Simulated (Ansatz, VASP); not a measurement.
BaTlN: VASP beside Ansatz

```
CELL_PARAMETERS angstrom
4.44802 0.00000 0.00000
-2.22401 3.85210 0.00000
0.00000 0.00000 5.07853
ATOMIC_POSITIONS crystal
Ba 0.33333 0.66667 0.50000
Tl 0.00000 0.00000 0.00000
N 0.66667 0.33333 0.50000
```

Alike in both runs: functional PBE; k mesh 4 × 4 × 3; occupations gaussian, width 0.15 eV; no spin polarisation.

Ansatz relaxed the structure, and its values are those at the end. VASP's run is a single point on that final structure, the one shown.

```csv
,VASP,Ansatz
version,VASP 6.6.1,Ansatz 0.2.0
potentials or method,"VASP PAW PBE potentials, release 64 (Ba_sv, Tl_d, N), cutoff 600 eV","scalar-relativistic, plane waves, PAW"
valence electrons in the cell,28,28
```

|  | VASP | Ansatz | Ansatz less VASP |
| --- | --- | --- | --- |
| gap on the k mesh at the Fermi level (eV) | none | none | - |
| pressure (GPa) | 1.0 | 0.1 | -0.91 |

A gap of «none» marks a metal or a gap that the smearing closes.

The k mesh is coarse, so the values compare programs but aren't converged. Neither program's run includes spin-orbit coupling.
